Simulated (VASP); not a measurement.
# O (P6/mmm) in VASP: notebook

O is run at these levels: PBE; tasks: single point.

All numbers are computed with VASP 6.6.1; they aren't measurements. Logs are shortened: lines on timing, memory, paths and dates and some standing lists are left out, and cuts for length are marked.

## (1) The cell of the first run

Symmetry: P6/mmm, No. 191, hexagonal system. Conventional cell: a = 2.908 Å, b = 2.908 Å, c = 2.027 Å, α = 90.00°, β = 90.00°, γ = 120.00°. Within 2.6 Å of O (site symmetry 6/mmm) lie 14 O at 1.96 to 2.03 Å. Within 2.2 Å of O (site symmetry -6m2) lie 11 O at 1.68 to 2.03 Å.

## (2) Single point, PBE (4.95 Å³/atom)

Input file INCAR:

```
SYSTEM = O
ALGO = Normal ; EDIFF = 1E-7
ENCUT = 520 ; GGA = PE
ISIF = 2 ; ISMEAR = -1
LASPH = .TRUE. ; LCHARG = .TRUE.
LELF = .TRUE. ; LREAL = .FALSE.
LVHAR = .TRUE. ; LWAVE = .FALSE.
NBANDS = 16 ; NELM = 60
PREC = Accurate ; SIGMA = 0.05
```

Input file KPOINTS:

```
k-points
0
G
  10 10 14
  0 0 0
```

Input file POSCAR:

```
O
1.0
    2.9079777594      0.0000000000      0.0000000000
   -1.4539888797      2.5183826133      0.0000000000
    0.0000000000      0.0000000000      2.0273079027
O
3
Direct
    0.0000000000      0.0000000000      0.0000000000
    0.3333333333      0.6666666667      0.5000000000
    0.6666666667      0.3333333333      0.5000000000
```

Potentials or basis: VASP PAW PBE potentials, release 64 (O).

On the command line:

```sh
cat potpaw_PBE.64/O/POTCAR > POTCAR
mpirun -np 1 vasp_std > vasp.out
```

OUTCAR:

```text
SYSTEM = O
   EDIFF = 1E-7
   ENCUT = 520
   GGA = PE
   ISIF = 2
   ISMEAR = -1
   LASPH = .TRUE.
   LREAL = .FALSE.
   NELM = 60
   PREC = Accurate

 ion  position               nearest neighbor table
   1  0.000  0.000  0.000-   2 1.96   3 1.96   2 1.96   3 1.96   3 1.96   3 1.96   2 1.96   2 1.96
                             3 1.96   3 1.96   2 1.96   2 1.96
   2  0.333  0.667  0.500-   3 1.68   3 1.68   3 1.68   1 1.96   1 1.96   1 1.96   1 1.96   1 1.96
                             1 1.96
   3  0.667  0.333  0.500-   2 1.68   2 1.68   2 1.68   1 1.96   1 1.96   1 1.96   1 1.96   1 1.96
                             1 1.96

  LATTYP: Found a hexagonal cell.
 ALAT       =     2.9079777594
 C/A-ratio  =     0.6971538541

  Lattice vectors:

 A1 = (   2.9079777594,   0.0000000000,   0.0000000000)
 A2 = (  -1.4539888797,   2.5183826133,   0.0000000000)
 A3 = (   0.0000000000,   0.0000000000,   2.0273079027)

Analysis of symmetry for initial positions (statically):
=====================================================================
 Subroutine PRICEL returns:
 Original cell was already a primitive cell.

 Routine SETGRP: Setting up the symmetry group for a
 hexagonal supercell.

 Subroutine GETGRP returns: Found 24 space group operations
 (whereof 24 operations were pure point group operations)
 out of a pool of 24 trial point group operations.

The static configuration has the point symmetry D_6h.

Analysis of symmetry for dynamics (positions and initial velocities):
=====================================================================
 Subroutine PRICEL returns:
 Original cell was already a primitive cell.

 Routine SETGRP: Setting up the symmetry group for a
 hexagonal supercell.

 Subroutine GETGRP returns: Found 24 space group operations
 (whereof 24 operations were pure point group operations)
 out of a pool of 24 trial point group operations.

The dynamic configuration has the point symmetry D_6h.

 Subroutine INISYM returns: Found 24 space group operations
 (whereof 24 operations are pure point group operations),
 and found     1 'primitive' translations

----------------------------------------------------------------------------------------

                                     Primitive cell

  volume of cell :      14.8468

  direct lattice vectors                    reciprocal lattice vectors
     2.907977759  0.000000000  0.000000000     0.343881585  0.198540125  0.000000000
    -1.453988880  2.518382613  0.000000000     0.000000000  0.397080251  0.000000000
     0.000000000  0.000000000  2.027307903     0.000000000  0.000000000  0.493264984

  length of vectors
     2.907977759  2.907977759  2.027307903     0.397080251  0.397080251  0.493264984

  position of ions in fractional coordinates (direct lattice)
     0.000000000  0.000000000  0.000000000
     0.333333333  0.666666667  0.500000000
     0.666666667  0.333333333  0.500000000

  ion indices of the primitive-cell ions
   primitive index   ion index
                 1           1
                 2           2
                 3           3

----------------------------------------------------------------------------------------

 KPOINTS: k-points

Automatic generation of k-mesh.
 Grid dimensions read from file:
 generate k-points for:   10   10   14

 Generating k-lattice:

  Cartesian coordinates                     Fractional coordinates (reciprocal lattice)
     0.034388158  0.019854013  0.000000000     0.100000000 -0.000000000  0.000000000
     0.000000000  0.039708025  0.000000000     0.000000000  0.100000000  0.000000000
     0.000000000  0.000000000  0.035233213     0.000000000  0.000000000  0.071428571

  Length of vectors
     0.039708025  0.039708025  0.035233213

  Shift w.r.t. Gamma in fractional coordinates (k-lattice)
     0.000000000  0.000000000  0.000000000

 Subroutine IBZKPT returns following result:
 ===========================================

 Found    112 irreducible k-points:

 Following reciprocal coordinates:
            Coordinates               Weight
  0.000000  0.000000  0.000000      1.000000
  0.100000  0.000000  0.000000      6.000000
  0.200000  0.000000  0.000000      6.000000
  0.300000  0.000000  0.000000      6.000000
  0.400000  0.000000  0.000000      6.000000
  0.500000  0.000000  0.000000      3.000000
[... 16 lines left out ...]
  0.300000  0.100000  0.071429     24.000000
  0.400000  0.100000  0.071429     24.000000
 [... further k-points ...]
   k-points           NKPTS =    112   k-points in BZ     NKDIM =    112   number of bands    NBANDS=     16
   number of dos      NEDOS =    301   number of ions     NIONS =      3
   total plane-waves  NPLWV =   9216
   dimension x,y,z NGX =    24 NGY =   24 NGZ =   16
   dimension x,y,z NGXF=    48 NGYF=   48 NGZF=   32
   ions per type =               3
   NGX,Y,Z   is equivalent  to a cutoff of  13.72, 13.72, 13.12 a.u.
   NGXF,Y,Z  is equivalent  to a cutoff of  27.44, 27.44, 26.24 a.u.
 SYSTEM =  O
   PREC   = accura    normal or accurate (medium, high low for compatibility)
   ISTART =      0    job   : 0-new  1-cont  2-samecut
   ICHARG =      2    charge: 1-file 2-atom 10-const
   ISPIN  =      1    spin polarized calculation?
   LNONCOLLINEAR =      F non collinear calculations
   LSORBIT =      F    spin-orbit coupling
   LASPH  =      T    aspherical Exc in radial PAW
   ENCUT  =  520.0 eV  38.22 Ry    6.18 a.u.   5.41  5.41  3.77*2*pi/ulx,y,z
   NELM   =     60;   NELMIN=  2; NELMDL= -5     # of ELM steps
   EDIFF  = 0.1E-06   stopping-criterion for ELM
   LREAL  =      F    real-space projection
   EDIFFG = 0.1E-05   stopping-criterion for IOM
   NSW    =      0    number of steps for IOM
   IBRION =     -1    ionic relax: 0-MD 1-quasi-New 2-CG
   NFREE  =      0    steps in history (QN), initial steepest desc. (CG)
   ISIF   =      2    stress and relaxation
   ISYM   =      2    0-nonsym 1-usesym 2-fastsym
   POTIM  = 0.5000    time-step for ionic-motion
   TEBEG  =    0.0;   TEEND  =   0.0 temperature during run
   PSTRESS=    0.0 pullay stress
   NELECT =      18.0000    total number of electrons
   NUPDOWN=      -1.0000    fix difference up-down
   EMIN   =  10.00;   EMAX   =-10.00  energy-range for DOS
   EFERMI =   0.00;   METHOD = LEGACY
   ISMEAR =    -1;   SIGMA  =   0.05  broadening in eV -4-tet -1-fermi 0-gaus
   EFERMI_NEDOS =   21; number of points for ismear=-14 and -15
   IALGO  =     38    algorithm
   IMIX   =      4    mixing-type and parameters
     AMIX     =   0.40;   BMIX     =  1.00
     AMIX_MAG =   1.60;   BMIX_MAG =  1.00
  volume/ion in A,a.u.               =       4.95        33.40
  Fermi-wavevector in a.u.,A,eV,Ry     =   1.745641  3.298782 41.460504  3.047261
  Thomas-Fermi vector in A             =   2.817288
   LORBIT       =      0    0 simple, 1 ext, 2 COOP (PROOUT), +10 PAW based schemes
   GGA     = PE    functional components
   LHFCALC =     F    Hartree Fock is set to
   AEXX    =    0.0000 exact exchange contribution
   IVDW    =     0    specifies the selected vdW correction
   LEPSILON=     F    determine dielectric tensor
   LRPA    =     F    only Hartree local field effects (RPA)
 non-spin polarized calculation
  energy-cutoff  :      520.00
  volume of cell :       14.85
 maximum number of plane-waves:       422
 NGX is ok and might be reduce to    24
   NGX = 11   NGY = 11   NGZ =  7

 number of electron      17.9999995 magnetization

 Free energy of the ion-electron system (eV)
  ---------------------------------------------------
  ext. energy  EPLUGINS =         0.00000000
  ---------------------------------------------------
  free energy    TOTEN  =        -3.71025722 eV

  energy without entropy =       -3.69592827  energy(sigma->0) =       -3.70309275

 E-fermi :   9.7691     XC(G=0): -14.9481

 val. band max:        9.7395938179   @ k =   0.3000   0.3000   0.4286
 cond. band min:       9.7773419037   @ k =   0.4000   0.1000   0.2143
 fundamental gap:      0.0377480858
 Fermi energy:         9.7690676830

 k-point     1 :       0.0000    0.0000    0.0000
  band No.  band energies     occupation
      1     -18.8003      2.00000
      2      -6.0923      2.00000
      3      -5.4064      2.00000
      4       0.7068      2.00000
      5       0.7068      2.00000
      6       2.6741      2.00000
[... 8 lines left out ...]
     15      38.9491      0.00000
     16      38.9491      0.00000

 k-point     2 :       0.1000    0.0000    0.0000
  band No.  band energies     occupation
      1     -18.6149      2.00000
      2      -6.4965      2.00000
      3      -6.0194      2.00000
      4      -0.0611      2.00000
      5       0.6822      2.00000
      6       3.6599      2.00000
[... 8 lines left out ...]
     15      38.7256      0.00000
     16      38.9540      0.00000

 k-point     3 :       0.2000    0.0000    0.0000
  band No.  band energies     occupation
      1     -18.0608      2.00000
      2      -8.1171      2.00000
      3      -6.7819      2.00000
      4      -1.1259      2.00000
      5       1.5104      2.00000
      6       5.3512      2.00000
[... 8 lines left out ...]
     15      38.6754      0.00000
     16      39.0302      0.00000

 k-point     4 :       0.3000    0.0000    0.0000
  band No.  band energies     occupation
      1     -17.1465      2.00000
      2     -10.2554      2.00000
      3      -7.3325      2.00000
      4      -1.9580      2.00000
      5       3.0069      2.00000
      6       7.1342      2.00000
[... 8 lines left out ...]
     15      38.3779      0.00000
     16      39.2854      0.00000
[... 324 lines left out ...]
 k-point    22 :       0.2000    0.1000    0.0714
  band No.  band energies     occupation
      1     -17.3778      2.00000
      2      -8.9918      2.00000
      3      -7.7818      2.00000
      4      -0.7166      2.00000
      5       1.6628      2.00000
      6       6.1470      2.00000
[... 8 lines left out ...]
     15      37.3172      0.00000
     16      39.3499      0.00000

 k-point    23 :       0.3000    0.1000    0.0714
  band No.  band energies     occupation
      1     -16.2947      2.00000
      2     -11.0962      2.00000
      3      -8.2980      2.00000
      4      -1.2422      2.00000
      5       3.3038      2.00000
      6       7.0306      2.00000
[... 8 lines left out ...]
     15      37.0165      0.00000
     16      39.7226      0.00000

 k-point    24 :       0.4000    0.1000    0.0714
  band No.  band energies     occupation
      1     -14.9079      2.00000
      2     -13.0392      2.00000
      3      -8.5694      2.00000
      4      -1.5303      2.00000
      5       5.0774      2.00000
      6       7.2302      2.00000
[... 8 lines left out ...]
     15      36.8708      0.00000
     16      39.9395      0.00000

 [... further k-points ...]

------------------------ aborting loop because EDIFF is reached ----------------------------------------

  FORCE on cell =-STRESS in cart. coord.  units (eV):
  Direction    XX          YY          ZZ          XY          YZ          ZX
  --------------------------------------------------------------------------------------
  -------------------------------------------------------------------------------------
  Total       19.0421207     19.0421207     19.0192947      0.0000000     -0.0000000      0.0000000
  in kB     2054.9127642   2054.9127643   2052.4495197      0.0000000     -0.0000000      0.0000000
  external PRESSURE =    2054.0916827 kB  Pullay stress =       0.0000000 kB

 VOLUME and BASIS-vectors are now :
 -----------------------------------------------------------------------------
  energy-cutoff  :      520.00
  volume of cell :       14.85
      direct lattice vectors                 reciprocal lattice vectors
     2.907977759  0.000000000  0.000000000     0.343881585  0.198540125  0.000000000
    -1.453988880  2.518382613  0.000000000     0.000000000  0.397080251  0.000000000
     0.000000000  0.000000000  2.027307903     0.000000000  0.000000000  0.493264984

 POSITION                                       TOTAL-FORCE (eV/Angst)
 -----------------------------------------------------------------------------------
      0.00000      0.00000      0.00000         0.000000      0.000000      0.000000
     -0.00000      1.67892      1.01365        -0.000000     -0.000000      0.000000
      1.45399      0.83946      1.01365         0.000000      0.000000     -0.000000
 -----------------------------------------------------------------------------------
    total drift:                                0.000000     -0.000000      0.000000

  FREE ENERGIE OF THE ION-ELECTRON SYSTEM (eV)
  ---------------------------------------------------
  free  energy   TOTEN  =        -3.7102572232 eV

  energy  without entropy=       -3.6959282732  energy(sigma->0) =       -3.70309275
```

Wall time 49 s (1 thread of AMD EPYC 7R13, shared host); peak memory 0.1 GiB.

What came out:

```
Free energy            : -3.7103 eV
Pressure               : 205.4 GPa
Band gap on the k mesh : zero (bands 9 and 10 overlap by 5.07 eV)
```

Caveat: the cell stands under pressure.

## (3) Single point, PBE (4.95 Å³/atom)

Input file INCAR:

```
ALGO = Normal
EDIFF = 1E-6
ENCUT = 520
GGA = PE
ISIF = 2
ISMEAR = -1
LASPH = T
LCHARG = T
LELF = T
LREAL = F
LVHAR = T
LWAVE = F
NBANDS = 16
NELM = 80
PREC = Accurate
SIGMA = 0.05
```

Input file KPOINTS:

```
k-points
0
Gamma
  10 10 14
```

POSCAR is that of step 2.

Potentials or basis: VASP PAW PBE potentials, release 64 (O).

On the command line:

```sh
cat potpaw_PBE.64/O/POTCAR > POTCAR
mpirun -np 1 vasp_std > vasp.out
```

It took 43 s on 1 thread of AMD EPYC 7R13, shared host; peak memory 0.1 GiB.

Results (log left out):

- Free energy: -3.7103 eV
- Pressure: 205.4 GPa
- Band gap on the k mesh: zero (bands 9 and 10 overlap by 5.07 eV)

Stress tensor (GPa, compression positive):
```
205.45   0.00   0.00
  0.00 205.45   0.00
  0.00   0.00 205.20
```

Levels at points of the mesh, in eV from the Fermi level:
```
           k point  band 7  band 8  band 9  band 10  band 11  band 12
(0.00, 0.00, 0.00)   -7.10   -3.63    1.83     2.36     3.90     3.90
(0.50, 0.00, 0.00)   -1.05   -0.59   -0.09     1.05     1.45     1.61
(0.00, 0.00, 0.50)   -4.91   -3.74   -2.67    -2.67    -0.53    -0.53
(0.50, 0.00, 0.50)   -6.16   -3.31   -0.30     1.09     1.35     2.51
```

Caveat: the cell stands under pressure.

## (4) Single point, PBE (6.66 Å³/atom)

This run uses another cell than the first one, of 6.66 Å³/atom.

Input file INCAR:

```
SYSTEM = O
PREC = Accurate ; ENCUT = 520
EDIFF = 1E-7 ; ISMEAR = -1
SIGMA = 0.05 ; LREAL = .False.
LASPH = .True. ; NELM = 80
ALGO = Normal ; ISIF = 2
LWAVE = .False. ; LCHARG = .False.
GGA = PE ; NBANDS = 16
```

Input file KPOINTS:

```
regular mesh
0
Gamma
  10 10 14
  0 0 0
```

Input file POSCAR:

```
O
1.0
    3.0888368518      0.0000000000      0.0000000000
   -1.5444184259      2.6750111818      0.0000000000
    0.0000000000      0.0000000000      2.4164540632
O
3
Direct
    0.0000000000      0.0000000000      0.0000000000
    0.3333333333      0.6666666667      0.5000000000
    0.6666666667      0.3333333333      0.5000000000
```

On the command line:

```sh
cat potpaw_PBE.64/O/POTCAR > POTCAR
mpirun -np 1 vasp_std > vasp.out
```

It took 60 s on 1 thread of AMD EPYC 7R13, shared host; peak memory 0.11 GiB.

It converged, with:

```
Free energy            : -7.1859 eV
Pressure               : 45.7 GPa
Band gap on the k mesh : zero (bands 9 and 10 overlap by 2.31 eV)
```

Stress tensor (GPa, compression positive):
```
45.87  0.00  0.00
 0.00 45.87  0.00
 0.00  0.00 45.47
```

Levels at points of the mesh, in eV from the Fermi level:
```csv
k point,band 6,band 7,band 8,band 9,band 10,band 11,band 12,band 13
"(0.00, 0.00, 0.00)",-4.04,-4.04,-4.01,0.88,1.26,2.80,2.80,15.18
"(0.50, 0.00, 0.00)",-1.79,-1.72,-1.30,-0.02,0.50,1.08,2.01,18.66
"(0.00, 0.00, 0.50)",-5.13,-2.76,-1.54,-1.54,-1.44,0.07,0.07,18.85
"(0.50, 0.00, 0.50)",-6.69,-3.44,-1.97,0.13,0.85,1.43,2.30,21.06
```

Caveat: the cell stands under pressure.

## (5) Single point, PBE

This run uses another cell than the first one, of 8.53 Å³/atom.

Input file INCAR:

```
ALGO = Normal
EDIFF = 1E-6
ENCUT = 520
GGA = PE
ISIF = 2
ISMEAR = -1
LASPH = T
LCHARG = T
LELF = T
LREAL = F
LVHAR = T
LWAVE = F
NBANDS = 16
NELM = 100
PREC = Accurate
SIGMA = 0.05
```

Input file KPOINTS:

```
k-points
0
Gamma
  10 10 14
```

Input file POSCAR:

```
O
1.0
    3.2000870953      0.0000000000      0.0000000000
   -1.6000435476      2.7713567188      0.0000000000
    0.0000000000      0.0000000000      2.8863585829
O
3
Direct
    0.0000000000      0.0000000000      0.0000000000
    0.3333333333      0.6666666667      0.5000000000
    0.6666666667      0.3333333333      0.5000000000
```

On the command line:

```sh
cat potpaw_PBE.64/O/POTCAR > POTCAR
mpirun -np 1 vasp_std > vasp.out
```

It took 71 s on 1 thread of AMD EPYC 7R13, shared host; peak memory 0.12 GiB.

It converged, with:

```
Free energy            : -7.8270 eV
Pressure               : -0.2 GPa
Band gap on the k mesh : zero (bands 9 and 10 overlap by 0.84 eV)
```

Stress tensor (GPa, compression positive):
```
-0.13  0.00  0.00
 0.00 -0.13  0.00
 0.00  0.00 -0.40
```

Levels at points of the mesh, in eV from the Fermi level:
```
           k point  band 5  band 6  band 7  band 8  band 9  band 10  band 11  band 12  band 13  band 14
(0.00, 0.00, 0.00)   -5.12   -4.19   -2.14   -2.14    0.46     0.80     1.98     1.98    13.34    17.41
(0.50, 0.00, 0.00)   -3.23   -2.08   -1.57   -1.48   -0.10     0.12     0.99     2.13    16.88    17.65
(0.00, 0.00, 0.50)   -4.91   -3.93   -1.46   -0.77   -0.77    -0.32     0.39     0.39    17.58    19.38
(0.50, 0.00, 0.50)   -5.44   -5.14   -1.98   -1.10    0.29     0.79     1.18     2.20    18.64    20.49
```

## (6) Single point, PBE (8.53 Å³/atom)

This run uses another cell than the first one, of 8.53 Å³/atom.

Input file INCAR:

```
SYSTEM = O
ALGO = Normal
EDIFF = 1E-6
ENCUT = 520
GGA = PE
ISIF = 2
ISMEAR = -1
LASPH = .True.
LCHARG = .False.
LREAL = .False.
LWAVE = .False.
NBANDS = 16
NELM = 60
PREC = Accurate
SIGMA = 0.05
```

Input file KPOINTS:

```
k-points
0
Gamma
  10 10 14
  0 0 0
```

POSCAR is that of step 5.

Potentials or basis: VASP PAW PBE potentials, release 64 (O).

On the command line:

```sh
cat potpaw_PBE.64/O/POTCAR > POTCAR
mpirun -np 1 vasp_std > vasp.out
```

Run time: 68 s. Hardware: 1 thread of AMD EPYC 7R13, shared host; peak memory 0.12 GiB.

The run converged. Its results:

* Free energy: -7.8270 eV
* Pressure: -0.2 GPa
* Band gap on the k mesh: zero (bands 9 and 10 overlap by 0.84 eV)

Stress tensor (GPa, compression positive):
```
-0.13  0.00  0.00
 0.00 -0.13  0.00
 0.00  0.00 -0.40
```

Levels at points of the mesh, in eV from the Fermi level:
| k point | band 7 | band 8 | band 9 | band 10 | band 11 | band 12 |
| --- | --- | --- | --- | --- | --- | --- |
| (0.00, 0.00, 0.00) | -2.14 | -2.14 | 0.46 | 0.80 | 1.98 | 1.98 |
| (0.50, 0.00, 0.00) | -1.57 | -1.48 | -0.10 | 0.12 | 0.99 | 2.13 |
| (0.00, 0.00, 0.50) | -1.46 | -0.77 | -0.77 | -0.32 | 0.39 | 0.39 |
| (0.50, 0.00, 0.50) | -1.98 | -1.10 | 0.29 | 0.79 | 1.18 | 2.20 |

## (7) Summary

| cell | gap on the mesh (eV) | pressure (GPa) |
| --- | --- | --- |
| a = 2.908, b = 2.908, c = 2.027 Å, angles 90.0, 90.0, 120.0°, 3 atoms | none | 205.4 |
| a = 3.089, b = 3.089, c = 2.416 Å, angles 90.0, 90.0, 120.0°, 3 atoms | none | 45.7 |
| a = 3.200, b = 3.200, c = 2.886 Å, angles 90.0, 90.0, 120.0°, 3 atoms | none | -0.2 |

Alike in all rows: task single point; level PBE; potentials or basis VASP PAW PBE potentials, release 64 (O); no spin polarisation; k mesh 10 × 10 × 14; cutoff (eV) 520; smearing fermi-dirac 0.05 eV.

Caveats: the cell stands under pressure (at least some runs).

Total energies depend on the potentials used, so only differences within one code and one set of settings carry meaning.
